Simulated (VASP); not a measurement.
## Ti12HO24 (a cell with a defect): single point with PBE

Crystal: Ti12HO24 (a cell with a defect).

```xyz
37
Lattice="-4.6433 -4.6433 0.0000 4.6433 -4.6433 0.0000 0.0000 0.0000 8.8916" Properties=species:S:1:pos:R:3 pbc="T T T"
Ti    2.3948   -2.3348   -0.0346
Ti    2.3943   -2.3405    2.9585
Ti    2.1758   -2.3081    5.9076
Ti   -2.2499   -2.2887   -0.1063
Ti   -2.2506   -2.2869    3.0306
Ti   -2.2468   -2.4070    5.9080
Ti   -4.6345   -4.8619    1.4622
Ti   -4.6492   -4.5512    4.4295
Ti   -4.6525   -4.5489    7.3869
Ti    0.0253   -4.5132    1.4625
Ti    0.0179   -4.7227    4.4238
Ti    0.0220   -4.7210    7.3918
O    -1.3462   -6.1233    1.4619
O    -1.4163   -6.0649    4.4220
O    -1.4164   -6.0646    7.3933
O    -1.4402   -1.4559    1.4620
O    -1.4261   -1.4119    4.4376
O    -1.4259   -1.4121    7.3781
O     3.7053   -3.7760   -0.0254
O     3.7051   -3.7768    2.9494
O     3.7327   -3.7360    5.9074
O    -0.9739   -3.7264   -0.0021
O    -0.9737   -3.7263    2.9262
O    -0.9325   -3.7345    5.9077
O     0.9211   -0.8900    2.9404
O     0.8928   -0.8844    5.9075
O     0.9211   -0.8899   -0.0163
O     0.9045   -5.5100    2.9389
O     0.8838   -5.5350    5.9077
O     0.9043   -5.5101   -0.0150
O     1.3831   -3.1928    1.4620
O     1.3900   -3.2143    4.4249
O     1.3898   -3.2144    7.3908
O    -3.4493   -3.1072    1.4618
O    -3.2463   -3.1970    4.4239
O    -3.2463   -3.1969    7.3917
H     0.4181   -7.1366    1.4608
```

```json
{"Program": "VASP 6.6.1", "Task": "single point", "Functional": "PBE", "Potentials or basis": "VASP PAW PBE potentials, release 64 (Ti_sv, O, H)", "Cutoff": "520 eV", "k mesh": "2 × 2 × 2, shifted", "Occupations": "gaussian, width 0.02 eV", "Spin": "no spin polarisation"}
```

- Largest force: 0.099 eV/Å

Forces on the atoms (eV/Å):
```
Ti  -0.032  0.003  0.010
Ti  -0.028  0.005 -0.016
Ti   0.045 -0.001 -0.001
Ti  -0.036 -0.020  0.066
Ti  -0.036 -0.023 -0.070
Ti  -0.034  0.033  0.005
Ti  -0.015  0.046  0.000
Ti   0.004 -0.029 -0.009
Ti  -0.002 -0.030  0.014
Ti  -0.020 -0.030 -0.007
Ti  -0.011  0.035 -0.019
Ti  -0.019  0.032  0.023
O    0.039  0.023  0.002
O    0.014  0.013  0.025
O    0.014  0.014 -0.026
O   -0.007  0.004  0.001
O    0.051  0.051  0.029
O    0.049  0.053 -0.029
O   -0.008  0.010  0.026
O   -0.007  0.011 -0.025
O   -0.051  0.047  0.002
O    0.005 -0.002 -0.022
O    0.002  0.000  0.023
O    0.015 -0.011 -0.002
O    0.038 -0.034  0.037
O   -0.001 -0.003  0.001
O    0.037 -0.033 -0.038
O    0.030 -0.037 -0.016
O    0.050 -0.046 -0.001
O    0.031 -0.036  0.019
O    0.010  0.008  0.001
O   -0.030 -0.025 -0.011
O   -0.027 -0.024  0.009
O    0.050 -0.035  0.000
O   -0.023 -0.016  0.006
O   -0.024 -0.018 -0.009
H   -0.076  0.064  0.001
```

Levels at points of the mesh, in eV from the Fermi level:
| k point | band 140 | band 141 | band 142 | band 143 | band 144 | band 145 | band 146 | band 147 | band 148 | band 149 |
| --- | --- | --- | --- | --- | --- | --- | --- | --- | --- | --- |
| (0.25, 0.25, 0.25) | -0.76 | -0.72 | -0.70 | -0.43 | -0.16 | 2.33 | 2.40 | 2.42 | 2.46 | 2.50 |

Run time: 11 min on 1 thread of Intel(R) Xeon(R) Platinum 8488C (Sapphire Rapids), on a shared host, peak memory 0.5 GiB.

Caveat: the cell carries a net charge on a neutralising background, which shifts energy and pressure; the cell is charged against a uniform background, so pressure and absolute levels hang on convention.
